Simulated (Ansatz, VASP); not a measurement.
# CdSe: VASP beside Ansatz

POSCAR

```
CdSe
1.0
    0.0000000000      2.8219291918      2.8219291918
    2.8219291918      0.0000000000      2.8219291918
    2.8219291918      2.8219291918      0.0000000000
Cd Se
1 1
Direct
    0.0000000000      0.0000000000      0.0000000000
    0.5000000000      0.5000000000      0.5000000000
```

INCAR.step1

```
SYSTEM = CdSe
PREC = Accurate
ENCUT = 550
ISMEAR = 0
SIGMA = 0.01
LREAL = .False.
LASPH = .True.
NELM = 120
NBANDS = 16
GGA = PE
ALGO = Normal
EDIFF = 1E-5
LWAVE = .True.
LCHARG = .False.
GGA_COMPAT = .False.
```

The input INCAR.step2:

```
SYSTEM = CdSe
PREC = Accurate
ENCUT = 550
EDIFF = 1E-6
ISMEAR = 0
SIGMA = 0.01
LREAL = .False.
LASPH = .True.
NELM = 120
ALGO = Normal
ISIF = 2
LWAVE = .False.
LCHARG = .False.
METAGGA = R2SCAN
LMIXTAU = .True.
NBANDS = 16
ISTART = 1
GGA_COMPAT = .False.
```

Contents of KPOINTS:

```
regular mesh
0
Gamma
  6 6 6
  0 0 0
```

Input for Ansatz:

```yaml
crystal:
  lattice:
    - [0.0, 2.821929191760253, 2.821929191760253]
    - [2.821929191760253, 0.0, 2.821929191760253]
    - [2.821929191760253, 2.821929191760253, 0.0]
  atoms:
    - { symbol: Cd, position: [0.0, 0.0, 0.0] }
    - { symbol: Se, position: [0.5, 0.5, 0.5] }
basis:
  ecutwfc: 630.0
kpoints:
  mp_grid:
    grid: [6, 6, 6]
hamiltonian:
  xc: r2scan
scf:
  convergence:
    dr2_threshold: 1.0e-08
  occupations:
    method: fixed
output:
  stress: true
```

Alike in both runs: task single point; functional r2SCAN; k mesh 6 × 6 × 6; no spin polarisation.

|  | VASP | Ansatz |
| --- | --- | --- |
| version | VASP 6.6.1 | Ansatz 0.2.0 |
| potentials or method | VASP PAW PBE potentials, release 64 (Cd, Se), cutoff 550 eV | plane waves, PAW |
| occupations | gaussian, width 0.01 eV | fixed |
| valence electrons in the cell | 18 | 36 |

Ansatz gave:

| Item | Value |
| --- | --- |
| pressure (GPa) | 1.7 |

Question: Estimate VASP's values.

Answer: Pressure (GPa): 2.1.

VASP's potentials were made for PBE, not for r2SCAN. VASP's potentials hold 18 valence electrons a cell and Ansatz's 36, so a difference there can come from the potentials and not from the codes. Ansatz's warnings: stress scf threshold loose.
